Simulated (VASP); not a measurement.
# Zr (Fm-3m) in VASP: notebook, part 3 of 3

VASP 6.6.1. Earlier steps stand in the parts before.

## Step 5: Relaxation of cell and atoms, PBE

This run uses another cell than the first one, of 23.07 Å³/atom, 0.995 times its volume.

Contents of INCAR:

```
PREC     = Accurate       # precision mode
ENCUT    = 600            # plane-wave cutoff, eV
EDIFF    = 1E-7           # SCF threshold, eV
ISMEAR   = 0              # smearing method
SIGMA    = 0.1            # smearing width, eV
LREAL    = False          # projectors in reciprocal space
LASPH    = True           # aspherical terms in the spheres
NELM     = 80             # most SCF steps
ALGO     = Normal         # electronic algorithm
ISIF     = 3              # what is computed and relaxed
LWAVE    = False          # write WAVECAR
LCHARG   = False          # write CHGCAR
GGA      = PE             # functional
IBRION   = 2              # ionic algorithm
NSW      = 80             # ionic steps
EDIFFG   = -0.01          # ionic threshold
```

Contents of KPOINTS:

```
regular mesh
0
Gamma
  16 16 16
```

Contents of POSCAR:

```
Zr
1.0
    0.0000000000      2.2594957924      2.2594957924
    2.2594957924      0.0000000000      2.2594957924
    2.2594957924      2.2594957924      0.0000000000
Zr
1
Direct
    0.0000000000      0.0000000000      0.0000000000
```

Potentials or basis: VASP PAW PBE potentials, release 64 (Zr_sv).

Started as:

```
$ cat potpaw_PBE.64/Zr_sv/POTCAR > POTCAR
$ mpirun -np 1 vasp_std > vasp.out
```

OUTCAR:

```text
PREC = Accurate
   ENCUT = 600
   EDIFF = 1E-7
   ISMEAR = 0
   LREAL = False
   LASPH = True
   NELM = 80
   ISIF = 3
   GGA = PE
   IBRION = 2
   NSW = 80
   EDIFFG = -0.01

 ion  position               nearest neighbor table
   1  0.000  0.000  0.000-

  LATTYP: Found a face centered cubic cell.
 ALAT       =     4.5189915848

  Lattice vectors:

 A1 = (   0.0000000000,   2.2594957924,   2.2594957924)
 A2 = (   2.2594957924,   0.0000000000,   2.2594957924)
 A3 = (   2.2594957924,   2.2594957924,   0.0000000000)

Analysis of symmetry for initial positions (statically):
=====================================================================
 Subroutine PRICEL returns:
 Original cell was already a primitive cell.

 Routine SETGRP: Setting up the symmetry group for a
 face centered cubic supercell.

 Subroutine GETGRP returns: Found 48 space group operations
 (whereof 48 operations were pure point group operations)
 out of a pool of 48 trial point group operations.

The static configuration has the point symmetry O_h .

Analysis of symmetry for dynamics (positions and initial velocities):
=====================================================================
 Subroutine PRICEL returns:
 Original cell was already a primitive cell.

 Routine SETGRP: Setting up the symmetry group for a
 face centered cubic supercell.

 Subroutine GETGRP returns: Found 48 space group operations
 (whereof 48 operations were pure point group operations)
 out of a pool of 48 trial point group operations.

The dynamic configuration has the point symmetry O_h .

 Subroutine INISYM returns: Found 48 space group operations
 (whereof 48 operations are pure point group operations),
 and found     1 'primitive' translations

----------------------------------------------------------------------------------------

                                     Primitive cell
[... 128 lines left out ...]

--------------------------------------- Ionic step        1  -------------------------------------------

 number of electron      12.0000000 magnetization

 Free energy of the ion-electron system (eV)
  ---------------------------------------------------
  ext. energy  EPLUGINS =         0.00000000
  ---------------------------------------------------
  free energy    TOTEN  =        -8.48398591 eV

  energy without entropy =       -8.47432135  energy(sigma->0) =       -8.47915363

------------------------ aborting loop because EDIFF is reached ----------------------------------------

  FORCE on cell =-STRESS in cart. coord.  units (eV):
  Direction    XX          YY          ZZ          XY          YZ          ZX
  --------------------------------------------------------------------------------------
  -------------------------------------------------------------------------------------
  Total        0.0738867      0.0738867      0.0738867     -0.0000000     -0.0000000      0.0000000
  in kB        5.1311194      5.1311194      5.1311194     -0.0000000     -0.0000000      0.0000000
  external PRESSURE =       5.1311194 kB  Pullay stress =       0.0000000 kB
[... 57 lines left out ...]
--------------------------------------- Ionic step        3  -------------------------------------------

 number of electron      12.0000000 magnetization

 Free energy of the ion-electron system (eV)
  ---------------------------------------------------
  ext. energy  EPLUGINS =         0.00000000
  ---------------------------------------------------
  free energy    TOTEN  =        -8.48418923 eV

  energy without entropy =       -8.47443626  energy(sigma->0) =       -8.47931274

 E-fermi :   8.9298     XC(G=0): -11.0981

 val. band max:        8.9267291057   @ k =  -0.3125   0.3125   0.0625
 cond. band min:       8.9377553343   @ k =   0.2500   0.0000   0.0000
 fundamental gap:      0.0110262286
 Fermi energy:         8.9298420464

 k-point     1 :       0.0000    0.0000    0.0000
  band No.  band energies     occupation
      1     -39.7722      2.00000
      2     -17.2843      2.00000
      3     -17.2843      2.00000
      4     -17.2843      2.00000
      5       3.3683      2.00000
      6       9.9076      0.00000
      7       9.9076      0.00000
      8       9.9076      0.00000
      9      12.3292      0.00000
     10      12.3292      0.00000
[... 287 lines left out ...]
 k-point    24 :      -0.0625    0.0625    0.0000
  band No.  band energies     occupation
      1     -39.7582      2.00000
      2     -17.3789      2.00000
      3     -17.3116      2.00000
      4     -17.2906      2.00000
      5       3.7005      2.00000
      6       9.5997      0.00000
      7      10.0546      0.00000
      8      10.0797      0.00000
      9      12.0448      0.00000
     10      12.3235      0.00000

 [... further k-points ...]

------------------------ aborting loop because EDIFF is reached ----------------------------------------

  FORCE on cell =-STRESS in cart. coord.  units (eV):
  Direction    XX          YY          ZZ          XY          YZ          ZX
  --------------------------------------------------------------------------------------
  -------------------------------------------------------------------------------------
  Total        0.0003582      0.0003582      0.0003582      0.0000000     -0.0000000     -0.0000000
  in kB        0.0247387      0.0247387      0.0247387      0.0000000     -0.0000000     -0.0000000
  external PRESSURE =       0.0247387 kB  Pullay stress =       0.0000000 kB
[... 16 lines left out ...]
  FREE ENERGIE OF THE ION-ELECTRON SYSTEM (eV)
  ---------------------------------------------------
  free  energy   TOTEN  =        -8.4841892253 eV

  energy  without entropy=       -8.4744362629  energy(sigma->0) =       -8.47931274

 reached required accuracy - stopping structural energy minimisation
```

OSZICAR:

```text
N       E                     dE             d eps       ncg     rms          rms(c)
DAV:   1     0.970900395434E+02    0.97090E+02   -0.76820E+03  2900   0.134E+03
DAV:   2    -0.518231998991E+01   -0.10227E+03   -0.10045E+03  3202   0.319E+02
DAV:   3    -0.867792577360E+01   -0.34956E+01   -0.34382E+01  3940   0.518E+01
[... 25 lines left out ...]
DAV:   4    -0.848412251642E+01   -0.80867E-04   -0.59280E-05  4120   0.756E-02    0.448E-02
DAV:   5    -0.848418720960E+01   -0.64693E-04   -0.11122E-04  3594   0.622E-02    0.926E-03
DAV:   6    -0.848418875342E+01   -0.15438E-05   -0.27096E-06  3100   0.156E-02    0.372E-03
DAV:   7    -0.848418913004E+01   -0.37663E-06   -0.23053E-07  2820   0.472E-03    0.124E-03
DAV:   8    -0.848418922531E+01   -0.95267E-07   -0.22842E-08  1530   0.222E-03
   3 F= -.84841892E+01 E0= -.84793127E+01  d E =-.203318E-03
```

It took 81 s on 1 thread of Intel Xeon Platinum 8259CL at 2.50GHz (Skylake/Cascade Lake), shared host; peak memory 0.19 GiB.

Results:

```
Free energy                            : -8.4842 eV
Relaxed volume                         : 23.20 Å³/atom
Relaxed cell                           : a = 3.201 Å, b = 3.201 Å, c = 3.201 Å, α = 60.00°, β = 60.00°, γ = 60.00°
Space group after relaxing (to 0.05 Å) : Fm-3m (No. 225)
Energy gained by relaxing              : 0.2 meV/atom
Ionic steps                            : 3
Pressure after relaxing                : 0.0 GPa
Band gap on the k mesh                 : zero (band 6 reaches 9.91 eV, above the bottom of band 7 at 8.54 eV)
```

Step by step:
```tsv
step	energy change (eV)	largest force (eV/Å)	pressure (GPa)	volume (Å³)
1	0.0000	0.0000	0.51	23.07
2	0.0000	0.0000	-0.45	23.32
3	-0.0002	0.0000	0.00	23.20
```

Final structure:
```
CELL_PARAMETERS angstrom
0.00000 2.26369 2.26369
2.26369 0.00000 2.26369
2.26369 2.26369 0.00000
ATOMIC_POSITIONS crystal
Zr 0.00000 0.00000 0.00000
```

PBE usually gives volumes a little too large and moduli too small. Zero-point motion and thermal expansion aren't in these numbers.
